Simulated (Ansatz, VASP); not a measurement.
**One calculation of Ti, two programs**

File INCAR:

```
PREC = Accurate ; ENCUT = 520
EDIFF = 1E-7 ; ISMEAR = 0
SIGMA = 0.1 ; LREAL = F
LASPH = T ; NELM = 100
ALGO = Normal ; ISIF = 2
LWAVE = F ; LCHARG = F
GGA = PE ; NBANDS = 38
```

Contents of KPOINTS:

```
Automatic mesh
0
Gamma
  4 4 4
```

POSCAR

```
Ti
1.0
    2.4469475940     -3.6522395324      0.0000000000
    2.4469475940      3.6522395324      0.0000000000
    0.0000000000      0.0000000000      5.5319131367
Ti
5
Direct
    0.5000000000      0.0000000000      0.2500000000
    0.0000000000      0.5000000000      0.7500000000
    0.0000000000      0.5000000000      0.2500000000
    0.5000000000      0.0000000000      0.7500000000
    0.0000000000      0.0000000000      0.0000000000
```

Input for Ansatz:

```yaml
crystal:
  lattice:
    - [2.446947594, -3.6522395324, 0.0]
    - [2.446947594, 3.6522395324, 0.0]
    - [0.0, 0.0, 5.5319131367]
  atoms:
    - { symbol: Ti, position: [0.5, 0.0, 0.25] }
    - { symbol: Ti, position: [0.0, 0.5, 0.75] }
    - { symbol: Ti, position: [0.0, 0.5, 0.25] }
    - { symbol: Ti, position: [0.5, 0.0, 0.75] }
    - { symbol: Ti, position: [0.0, 0.0, 0.0] }
basis:
  ecutwfc: 420
kpoints:
  mp_grid: { grid: [4, 4, 4] }
hamiltonian:
  xc: pbe
scf:
  occupations: { method: gaussian, width: 0.1 }
  lower_state_search: "off"
output:
  forces: true
  stress: true
  eigenvalues: true
```

Alike in both runs: task single point; functional PBE; k mesh 4 × 4 × 4; occupations gaussian, width 0.1 eV; no spin polarisation.

```csv
,VASP,Ansatz
version,VASP 6.6.1,Ansatz 0.2.0
potentials or method,"VASP PAW PBE potentials, release 64 (Ti_sv), cutoff 520 eV","scalar-relativistic, plane waves, PAW"
valence electrons in the cell,60,60
```

Ansatz gave:

| Item | Value |
| --- | --- |
| gap on the k mesh at the Fermi level (eV) | none |
| pressure (GPa) | 6.0 |
| traceless stress, the component that is largest in VASP (GPa) | -5.17 |
| rms of the force components (eV/Å) | 0.247 |

Question: Estimate VASP's values.

Answer: gap on the k mesh at the Fermi level (eV): none; pressure (GPa): 5.8; traceless stress, the component that is largest in VASP (GPa): -5.21; rms of the force components (eV/Å): 0.242.

Atom by atom the forces differ by 0.005 eV/Å (rms over components). A gap of «none» marks a metal or a gap that the smearing closes.

The k mesh is coarse, so the values compare programs but aren't converged.
